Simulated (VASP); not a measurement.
# ZnS in VASP: further runs, part 2 of 2

VASP 6.6.1.

## 4. Single point, r2SCAN (strain -0.080 along x and y, -0.040 along z)

Input file POSCAR:

```
ZnS
1.0
    0.0000000000      2.4882780000      2.5964640000
    2.4882780000      0.0000000000      2.5964640000
    2.4882780000      2.4882780000      0.0000000000
Zn S
1 1
Direct
    0.0000000000      0.0000000000      0.0000000000
    0.7500000000      0.7500000000      0.7500000000
```

Input file INCAR.step1:

```
PREC = Accurate ; ENCUT = 520
ISMEAR = 0 ; SIGMA = 0.05
LREAL = F ; LASPH = T
NELM = 60 ; NBANDS = 16
GGA = PE ; ALGO = Normal
EDIFF = 1E-4 ; LWAVE = T
LCHARG = F
```

Input file INCAR.step2:

```
PREC = Accurate ; ENCUT = 520
EDIFF = 1E-7 ; ISMEAR = 0
SIGMA = 0.05 ; LREAL = F
LASPH = T ; NELM = 60
ALGO = Normal ; ISIF = 2
LWAVE = F ; LCHARG = T
METAGGA = R2SCAN ; LMIXTAU = T
LELF = T ; LVHAR = T
NBANDS = 16 ; ISTART = 1
```

Input file KPOINTS:

```
Automatic mesh
0
Gamma
  8 8 8
```

Potentials or basis: VASP PAW PBE potentials, release 64 (Zn, S).

Started as:

```bash
$ cat potpaw_PBE.64/Zn/POTCAR potpaw_PBE.64/S/POTCAR > POTCAR
$ cp INCAR.step1 INCAR
$ mpirun -np 1 vasp_std > vasp.out
$ cp INCAR.step2 INCAR
$ mpirun -np 1 vasp_std > vasp.out
```

OUTCAR:

```text
PREC = Accurate
   ENCUT = 520
   EDIFF = 1E-7
   ISMEAR = 0
   LREAL = F
   LASPH = T
   NELM = 60
   ISIF = 2
   METAGGA = R2SCAN
   ISTART = 1

 ion  position               nearest neighbor table
   1  0.000  0.000  0.000-   2 2.19   2 2.19   2 2.19   2 2.19
   2  0.750  0.750  0.750-   1 2.19   1 2.19   1 2.19   1 2.19

  LATTYP: Found a body centered tetragonal cell.
 ALAT       =     3.5189564946
 C/A-ratio  =     1.4757011086

  Lattice vectors:

 A1 = (  -2.4882780000,   0.0000000000,   2.5964640000)
 A2 = (   2.4882780000,   0.0000000000,   2.5964640000)
 A3 = (   0.0000000000,   2.4882780000,  -2.5964640000)

Analysis of symmetry for initial positions (statically):
=====================================================================
 Subroutine PRICEL returns:
 Original cell was already a primitive cell.

 Routine SETGRP: Setting up the symmetry group for a
 body centered tetragonal supercell.

 Subroutine GETGRP returns: Found  8 space group operations
 (whereof  8 operations were pure point group operations)
 out of a pool of 16 trial point group operations.

[... 155 lines left out ...]
  ---------------------------------------------------
  ext. energy  EPLUGINS =         0.00000000
  ---------------------------------------------------
  free energy    TOTEN  =       -18.42741098 eV

  energy without entropy =      -18.42741098  energy(sigma->0) =      -18.42741098

 E-fermi :   4.3808     XC(G=0): -11.3673

 val. band max:        4.0746740844   @ k =   0.0000   0.0000   0.0000
 cond. band min:       7.1050768191   @ k =   0.5000   0.0000   0.5000
 fundamental gap:      3.0304027347
 Fermi energy:         4.3808411380

 k-point     1 :       0.0000    0.0000    0.0000
  band No.  band energies     occupation
      1     -11.3737      2.00000
      2      -3.5956      2.00000
      3      -3.5610      2.00000
      4      -3.5610      2.00000
      5      -2.7542      2.00000
      6      -2.7234      2.00000
[... 433 lines left out ...]
      3      -3.4038      2.00000
      4      -3.3416      2.00000
      5      -2.7417      2.00000
      6      -2.6776      2.00000
[... 8 lines left out ...]
     15      17.6926      0.00000
     16      18.7176      0.00000

 [... further k-points ...]
[... 5 lines left out ...]
  --------------------------------------------------------------------------------------
  -------------------------------------------------------------------------------------
  Total        4.8709980      4.8709980      4.5832181      0.0000000      0.0000000      0.0000000
  in kB      242.7271940    242.7271940    228.3868028      0.0000000      0.0000000      0.0000000
  external PRESSURE =     237.9470636 kB  Pullay stress =       0.0000000 kB

 VOLUME and BASIS-vectors are now :
 -----------------------------------------------------------------------------
  energy-cutoff  :      520.00
  volume of cell :       32.15
      direct lattice vectors                 reciprocal lattice vectors
     0.000000000  2.488278000  2.596464000    -0.200942178  0.200942178  0.192569587
     2.488278000  0.000000000  2.596464000     0.200942178 -0.200942178  0.192569587
     2.488278000  2.488278000  0.000000000     0.200942178  0.200942178 -0.192569587

 POSITION                                       TOTAL-FORCE (eV/Angst)
 -----------------------------------------------------------------------------------
      0.00000      0.00000      0.00000         0.000000      0.000000     -0.000000
      3.73242      3.73242      3.89470        -0.000000     -0.000000      0.000000
 -----------------------------------------------------------------------------------
    total drift:                               -0.000040     -0.000040     -0.000044

  FREE ENERGIE OF THE ION-ELECTRON SYSTEM (eV)
  ---------------------------------------------------
  free  energy   TOTEN  =       -18.4274109752 eV

  energy  without entropy=      -18.4274109752  energy(sigma->0) =      -18.42741098
```

OSZICAR.step1:

```text
N       E                     dE             d eps       ncg     rms          rms(c)
DAV:   1     0.930923397740E+02    0.93092E+02   -0.91288E+03  1896   0.145E+03
DAV:   2    -0.116859991956E+01   -0.94261E+02   -0.88393E+02  2216   0.276E+02
DAV:   3    -0.672264505732E+01   -0.55540E+01   -0.55343E+01  2328   0.652E+01
DAV:   4    -0.677447248934E+01   -0.51827E-01   -0.51819E-01  2376   0.650E+00
DAV:   5    -0.677496813026E+01   -0.49564E-03   -0.49563E-03  2368   0.620E-01    0.103E+01
DAV:   6    -0.632963103816E+01    0.44534E+00   -0.81435E-01  2792   0.350E+01    0.770E+00
DAV:   7    -0.629731056523E+01    0.32320E-01   -0.34517E-01  2328   0.631E+00    0.368E+00
DAV:   8    -0.629594912580E+01    0.13614E-02   -0.98371E-03  2656   0.212E+00    0.959E-01
DAV:   9    -0.629565123462E+01    0.29789E-03   -0.22658E-03  2312   0.382E-01    0.782E-02
DAV:  10    -0.629570761509E+01   -0.56380E-04   -0.22548E-04  2360   0.116E-01
   1 F= -.62957076E+01 E0= -.62957076E+01  d E =-.997212E-12
```

Run time: 79 s. Hardware: 1 thread of Intel Xeon Platinum 8559C (Emerald Rapids), shared host; peak memory 0.18 GiB.

What came out:

- Free energy: -18.4274 eV
- Pressure: 23.8 GPa
- Band gap on the k mesh: 3.03 eV, indirect (least direct gap 3.61 eV)

Stress tensor (GPa, compression positive):
```
24.27  0.00  0.00
 0.00 24.27  0.00
 0.00  0.00 22.84
```

Caveat: the cell differs from its parent crystal (strain -0.080 along x and y, -0.040 along z); the PAW data sets were made with another functional, which shifts forces and pressure a little. A k mesh can miss the band edges.

## 5. Single point, r2SCAN (strain -0.040 along x and y, +0.000 along z)

Input file POSCAR:

```
ZnS
1.0
    0.0000000000      2.5964640000      2.7046500000
    2.5964640000      0.0000000000      2.7046500000
    2.5964640000      2.5964640000      0.0000000000
Zn S
1 1
Direct
    0.0000000000      0.0000000000      0.0000000000
    0.7500000000      0.7500000000      0.7500000000
```

Input file INCAR.step1:

```
SYSTEM = ZnS
PREC = Accurate
ENCUT = 520
ISMEAR = 0
SIGMA = 0.05
LREAL = .False.
LASPH = .True.
NELM = 60
NBANDS = 16
GGA = PE
ALGO = Normal
EDIFF = 1E-4
LWAVE = .True.
LCHARG = .False.
```

Input file INCAR.step2:

```
SYSTEM = ZnS
PREC = Accurate
ENCUT = 520
EDIFF = 1E-6
ISMEAR = 0
SIGMA = 0.05
LREAL = .False.
LASPH = .True.
NELM = 60
ALGO = Normal
ISIF = 2
LWAVE = .False.
LCHARG = .True.
METAGGA = R2SCAN
LMIXTAU = .True.
LELF = .True.
LVHAR = .True.
NBANDS = 16
ISTART = 1
```

Input file KPOINTS:

```
regular mesh
0
Gamma
  8 8 8
  0 0 0
```

Potentials or basis: VASP PAW PBE potentials, release 64 (Zn, S).

Started as:

```bash
$ cat potpaw_PBE.64/Zn/POTCAR potpaw_PBE.64/S/POTCAR > POTCAR
$ cp INCAR.step1 INCAR
$ mpirun -np 1 vasp_std > vasp.out
$ cp INCAR.step2 INCAR
$ mpirun -np 1 vasp_std > vasp.out
```

OUTCAR:

```text
SYSTEM = ZnS
   PREC = Accurate
   ENCUT = 520
   EDIFF = 1E-6
   ISMEAR = 0
   LREAL = .False.
   LASPH = .True.
   NELM = 60
   ISIF = 2
   METAGGA = R2SCAN
   ISTART = 1

 ion  position               nearest neighbor table
   1  0.000  0.000  0.000-   2 2.28   2 2.28   2 2.28   2 2.28
   2  0.750  0.750  0.750-   1 2.28   1 2.28   1 2.28   1 2.28

  LATTYP: Found a body centered tetragonal cell.
 ALAT       =     3.6719546030
 C/A-ratio  =     1.4731391275

  Lattice vectors:

 A1 = (  -2.5964640000,   0.0000000000,   2.7046500000)
 A2 = (   2.5964640000,   0.0000000000,   2.7046500000)
 A3 = (   0.0000000000,   2.5964640000,  -2.7046500000)

Analysis of symmetry for initial positions (statically):
=====================================================================
 Subroutine PRICEL returns:
 Original cell was already a primitive cell.

 Routine SETGRP: Setting up the symmetry group for a
 body centered tetragonal supercell.

 Subroutine GETGRP returns: Found  8 space group operations
 (whereof  8 operations were pure point group operations)
 out of a pool of 16 trial point group operations.

The static configuration has the point symmetry D_2d.

[... 155 lines left out ...]
  ---------------------------------------------------
  free energy    TOTEN  =       -18.81063344 eV

  energy without entropy =      -18.81063344  energy(sigma->0) =      -18.81063344

 E-fermi :   2.9633     XC(G=0): -10.6904

 val. band max:        2.6612736587   @ k =   0.0000   0.0000   0.0000
 cond. band min:       5.6513525928   @ k =   0.0000   0.0000   0.0000
 fundamental gap:      2.9900789342
 Fermi energy:         2.9632857543

 k-point     1 :       0.0000    0.0000    0.0000
  band No.  band energies     occupation
      1     -11.6665      2.00000
      2      -4.2624      2.00000
      3      -4.2338      2.00000
      4      -4.2338      2.00000
      5      -3.6020      2.00000
      6      -3.5852      2.00000
[... 433 lines left out ...]
      3      -4.0969      2.00000
      4      -4.0366      2.00000
      5      -3.5934      2.00000
      6      -3.5478      2.00000
[... 8 lines left out ...]
     15      16.0325      0.00000
     16      16.7691      0.00000

 [... further k-points ...]
[... 5 lines left out ...]
  --------------------------------------------------------------------------------------
  -------------------------------------------------------------------------------------
  Total        1.6061264      1.6061264      1.1940994      0.0000000      0.0000000      0.0000000
  in kB       70.5642334     70.5642334     52.4620668      0.0000000      0.0000000      0.0000000
  external PRESSURE =      64.5301778 kB  Pullay stress =       0.0000000 kB

 VOLUME and BASIS-vectors are now :
 -----------------------------------------------------------------------------
  energy-cutoff  :      520.00
  volume of cell :       36.47
      direct lattice vectors                 reciprocal lattice vectors
     0.000000000  2.596464000  2.704650000    -0.192569587  0.192569587  0.184866803
     2.596464000  0.000000000  2.704650000     0.192569587 -0.192569587  0.184866803
     2.596464000  2.596464000  0.000000000     0.192569587  0.192569587 -0.184866803

 POSITION                                       TOTAL-FORCE (eV/Angst)
 -----------------------------------------------------------------------------------
      0.00000      0.00000      0.00000         0.000000      0.000000      0.000000
      3.89470      3.89470      4.05697        -0.000000     -0.000000      0.000000
 -----------------------------------------------------------------------------------
    total drift:                               -0.000036     -0.000036     -0.000007

  FREE ENERGIE OF THE ION-ELECTRON SYSTEM (eV)
  ---------------------------------------------------
  free  energy   TOTEN  =       -18.8106334399 eV

  energy  without entropy=      -18.8106334399  energy(sigma->0) =      -18.81063344
```

OSZICAR.step1:

```text
N       E                     dE             d eps       ncg     rms          rms(c)
DAV:   1     0.906875840686E+02    0.90688E+02   -0.90373E+03  1888   0.139E+03
DAV:   2    -0.151520546621E+01   -0.92203E+02   -0.86377E+02  2136   0.266E+02
DAV:   3    -0.712514897335E+01   -0.56099E+01   -0.55848E+01  2352   0.638E+01
DAV:   4    -0.718288115463E+01   -0.57732E-01   -0.57716E-01  2312   0.665E+00
DAV:   5    -0.718351867760E+01   -0.63752E-03   -0.63751E-03  2424   0.682E-01    0.799E+00
DAV:   6    -0.677090320962E+01    0.41262E+00   -0.75251E-01  2832   0.316E+01    0.615E+00
DAV:   7    -0.674691043022E+01    0.23993E-01   -0.27805E-01  2280   0.503E+00    0.304E+00
DAV:   8    -0.674608136379E+01    0.82907E-03   -0.62427E-03  2576   0.125E+00    0.804E-01
DAV:   9    -0.674618082167E+01   -0.99458E-04   -0.15006E-03  2296   0.303E-01    0.857E-02
DAV:  10    -0.674629473263E+01   -0.11391E-03   -0.15779E-04  2304   0.951E-02    0.526E-02
DAV:  11    -0.674632650554E+01   -0.31773E-04   -0.49336E-05  1600   0.574E-02
   1 F= -.67463265E+01 E0= -.67463265E+01  d E =-.130084E-10
```

Run time: 72 s. Hardware: 1 thread of Intel Xeon Platinum 8559C (Emerald Rapids), shared host; peak memory 0.18 GiB.

What came out:

```
Free energy            : -18.8106 eV
Pressure               : 6.5 GPa
Band gap on the k mesh : 2.99 eV, direct
```

Caveat: the cell differs from its parent crystal (strain -0.040 along x and y, +0.000 along z); the PAW data sets were made with another functional, which shifts forces and pressure a little. A k mesh can miss the band edges.

## 6. Overview

```csv
cell,gap on the mesh (eV),pressure (GPa)
"a = 3.978 Å, angles 60.0°, 2 atoms",2.13,-7.6
"a = 4.131 Å, angles 60.0°, 2 atoms",1.65,-11.3
"a = 3.596, b = 3.596, c = 3.519 Å, angles 60.7, 60.7, 58.6°, 2 atoms",3.03,23.8
"a = 3.749, b = 3.749, c = 3.672 Å, angles 60.7, 60.7, 58.6°, 2 atoms",2.99,6.5
```

Alike in all rows: task single point; level r2SCAN; potentials or basis VASP PAW PBE potentials, release 64 (Zn, S); no spin polarisation; k mesh 8 × 8 × 8; cutoff (eV) 520; smearing gaussian 0.05 eV.

Caveats: the PAW data sets were made with another functional, which shifts forces and pressure a little.

Total energies depend on the potentials used, so only differences within one code and one set of settings carry meaning.
